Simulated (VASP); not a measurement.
**KF: single point with LDA**

KF:

```
K F
1.0
     3.09865    0.00000    0.00000
     0.00000    3.09865    0.00000
     0.00000    0.00000    3.09865
K F
1 1
Cartesian
  0.0000 0.0000 0.0000
  1.5493 1.5493 1.5493
```

| Item | Value |
| --- | --- |
| Program | VASP 6.6.1 |
| Task | single point |
| Functional | LDA |
| Potentials or basis | VASP PAW LDA potentials, release 64 (K_sv, F) |
| Cutoff | 520 eV |
| k mesh | 8 × 8 × 8 |
| Occupations | gaussian, width 0.01 eV |
| Spin | no spin polarisation |
| Dipole correction | no |
| Further INCAR settings | ALGO = Normal; EDIFF = 1e-07; NBANDS = 15 |

```yaml
Pressure: -0.4 GPa
Band_gap_on_the_k_mesh: 7.07 eV, indirect (least direct gap 7.08 eV)
```

Levels at points of the mesh, in eV from the valence-band top:
| k point | band 5 | band 6 | band 7 | band 8 | band 9 | band 10 | band 11 | band 12 |
| --- | --- | --- | --- | --- | --- | --- | --- | --- |
| (0.00, 0.00, 0.00) | -9.24 | -0.01 | -0.01 | -0.01 | 7.07 | 8.21 | 8.21 | 14.81 |
| (0.50, 0.00, 0.00) | -9.05 | -1.51 | -0.23 | -0.23 | 9.41 | 10.14 | 12.15 | 13.18 |
| (0.50, 0.50, 0.00) | -8.92 | -0.63 | -0.63 | 0.00 | 8.66 | 9.27 | 12.39 | 12.39 |
| (0.50, 0.50, 0.50) | -10.09 | -1.39 | -1.39 | -1.39 | 11.01 | 11.01 | 11.01 | 16.61 |

It took 9.2 s on 1 thread of AMD EPYC 7R43 64-Core Processor (Zen 3) (shared host), peak memory 0.1 GiB.

A k mesh can miss the band edges.
